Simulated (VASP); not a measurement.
Ge2N, 3 atoms in the cell. The structure is hexagonal, space group P6/mmm (No. 191). Conventional cell: a = 4.242 Å, b = 4.242 Å, c = 2.937 Å, α = 90.00°, β = 90.00°, γ = 120.00°. Within 3.2 Å of Ge (site symmetry -6m2) lie 5 Ge at 2.45 to 2.94 Å and 6 N at 2.86 Å. Within 3.8 Å of N (site symmetry 6/mmm) lie 12 Ge at 2.86 Å and 2 N at 2.94 Å. 

```yaml
Program: VASP 6.6.1
Task: relaxation of cell and atoms
Functional: PBE
Potentials_or_basis: VASP PAW PBE potentials, release 64 (Ge_d, N)
Cutoff: 600 eV
k_mesh: 12 × 12 × 16
Occupations: gaussian, width 0.1 eV
Spin: no spin polarisation
Dipole_correction: no
Further_INCAR_settings: ALGO = Normal; EDIFF = 1e-06; IBRION = 2; EDIFFG = -0.01; NSW = 100; ISIF = 3
```

Potentials or basis: VASP PAW PBE potentials, release 64 (Ge_d, N).

Launch:

```sh
$ cat potpaw_PBE.64/Ge_d/POTCAR potpaw_PBE.64/N/POTCAR > POTCAR
$ mpirun -np 1 vasp_std > vasp.out
```

Hardware: 1 thread of Intel(R) Xeon(R) Platinum 8488C (Sapphire Rapids) (shared host).

Problem. How long does it take, and how much memory?

Solution. It took 22 min on 1 thread of Intel(R) Xeon(R) Platinum 8488C (Sapphire Rapids) (shared host), peak memory 0.33 GiB. Counts: scf iterations 186, k points 171, ion steps 27.
